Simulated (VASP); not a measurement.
A run of VASP 6.6.1 is set up as follows.

The input INCAR:

```
ALGO = Normal
EDIFF = 1E-7
EDIFFG = -0.002
ENCUT = 500
GGA = PE
GGA_COMPAT = F
IBRION = 2
ISIF = 3
ISMEAR = 0
LASPH = T
LCHARG = F
LREAL = F
LWAVE = F
NELM = 120
NELMIN = 4
NSW = 100
PREC = Accurate
SIGMA = 0.02
```

The input KPOINTS:

```
k-points
0
Gamma
  12 12 6
```

The input POSCAR:

```
Si
1.0
    3.8200000000      0.0000000000      0.0000000000
   -1.9100000000      3.3082170425      0.0000000000
    0.0000000000      0.0000000000      6.3200000000
Si
4
Direct
    0.3333333333      0.6666666667      0.0000000000
    0.6666666667      0.3333333333      0.5000000000
    0.3333333333      0.6666666667      0.3740000000
    0.6666666667      0.3333333333      0.8740000000
```

Potentials or basis: VASP PAW PBE potentials, release 64 (Si).

Command:

```console
$ cat potpaw_PBE.64/Si/POTCAR > POTCAR
$ mpirun -np 1 vasp_std > vasp.out
```

Problem. Predict the space group after relaxing (to 0.05 Å).

Solution. P6_3/mmc (No. 194).

Problem. Predict the relaxed cell.

Solution. a = 3.850 Å, b = 3.850 Å, c = 6.363 Å, α = 90.00°, β = 90.00°, γ = 120.00°.

Final structure:
```yaml
crystal:
  lattice:
    - [3.85017, 0.00000, 0.00000]
    - [-1.92508, 3.33434, 0.00000]
    - [0.00000, 0.00000, 6.36345]
  atoms:
    - { symbol: Si, position: [0.33333, 0.66667, 0.99994] }
    - { symbol: Si, position: [0.66667, 0.33333, 0.49994] }
    - { symbol: Si, position: [0.33333, 0.66667, 0.37406] }
    - { symbol: Si, position: [0.66667, 0.33333, 0.87406] }
```
